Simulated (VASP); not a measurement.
Set up this calculation in VASP 6.6.1, as the native input.

- Task: single point
- Functional: PBE
- Potentials or basis: VASP PAW PBE potentials, release 64 (Cd, O)
- Cutoff: 600 eV
- k mesh: 10 × 10 × 10
- Occupations: fermi-dirac, width 0.1 eV
- Spin: non-collinear spin, zero start, spin-orbit coupling
- Starting moments: [[0.0, 0.0, 0.0], [0.0, 0.0, 0.0]] μB
- Dipole correction: no
- Further INCAR settings: ALGO = Normal; EDIFF = 1e-06; NBANDS = 30

The structure of CdO (Monteponite) lies in POSCAR:

```
CdO
1.0
    0.0000000000      2.3495000000      2.3495000000
    2.3495000000      0.0000000000      2.3495000000
    2.3495000000      2.3495000000      0.0000000000
Cd O
1 1
Direct
    0.0000000000      0.0000000000      0.0000000000
    0.5000000000      0.5000000000      0.5000000000
```

One way to write it, as run:

INCAR

```
ALGO = Normal
EDIFF = 1E-6
ENCUT = 600
GGA = PE
GGA_COMPAT = False
ISIF = 2
ISMEAR = -1
LASPH = True
LCHARG = False
LORBIT = 11
LORBMOM = True
LREAL = False
LSORBIT = True
LWAVE = False
MAGMOM = 0 0 0 0 0 0
NBANDS = 30
NELM = 200
PREC = Accurate
SIGMA = 0.1
```

KPOINTS

```
k-points
0
Gamma
  10 10 10
```

Potentials or basis: VASP PAW PBE potentials, release 64 (Cd, O).

The run is started by

```console
$ cat potpaw_PBE.64/Cd/POTCAR potpaw_PBE.64/O/POTCAR > POTCAR
$ mpirun -np 1 vasp_ncl > vasp.out
```

Results of the run:

```
Pressure                                              : 7.3 GPa
Net moment                                            : 0.00 μB per cell
Valence electrons inside the program's atomic spheres : Cd 10.25; O 4.93
```

Run time: 2.1 min on 1 thread of AMD EPYC 7R43 64-Core Processor (Zen 3), with other jobs on the host, peak memory 0.24 GiB.
